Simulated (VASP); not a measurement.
Crystal: NbAs.

```
CELL_PARAMETERS angstrom
-1.72585 1.72585 5.84000
1.72585 -1.72585 5.84000
1.72585 1.72585 -5.84000
ATOMIC_POSITIONS crystal
Nb 0.00000 0.00000 0.00000
Nb 0.75000 0.25000 0.50000
As 0.41600 0.41600 0.00000
As 0.16600 0.66600 0.50000
```

| Quantity | Value |
| --- | --- |
| Program | VASP 6.6.1 |
| Task | relaxation of cell and atoms |
| Functional | PBE |
| Potentials or basis | VASP PAW PBE potentials, release 64 (Nb_sv, As) |
| Cutoff | 600 eV |
| k mesh | 9 × 9 × 9 |
| Occupations | fermi-dirac, width 0.1 eV |
| Spin | no spin polarisation |

At the start: pressure 3.4 GPa; volume 17.39 Å³/atom.

Question: Where does the relaxation end?

Answer: Over 10 steps the energy falls by 5.3 meV/atom and the volume is 17.73 Å³/atom (+1.9 %); space group I4_1md (No. 109, to 0.05 Å).

Step by step:
```csv
step,energy change (eV),largest force (eV/Å),pressure (GPa),volume (Å³)
1,0.0000,0.2941,3.36,69.58
2,0.0176,0.0619,-5.00,73.32
3,-0.0193,0.1293,-0.38,71.11
4,-0.0193,0.1322,-0.33,71.08
5,-0.0209,0.0067,0.12,70.90
6,-0.0210,0.0119,0.08,70.92
7,-0.0211,0.0006,-0.10,70.98
8,-0.0211,0.0056,-0.15,71.00
9,-0.0212,0.0043,0.07,70.89
10,-0.0212,0.0047,0.00,70.93
```

Final structure:
```xyz
4
Lattice="-1.7370 1.7370 5.8770 1.7370 -1.7370 5.8770 1.7370 1.7370 -5.8770" Properties=species:S:1:pos:R:3 pbc="T T T"
Nb    0.0000    0.0000   11.7409
Nb    0.0000    1.7370    2.9254
As    0.0000    0.0000    4.9029
As    1.7370    0.0000    1.9643
```
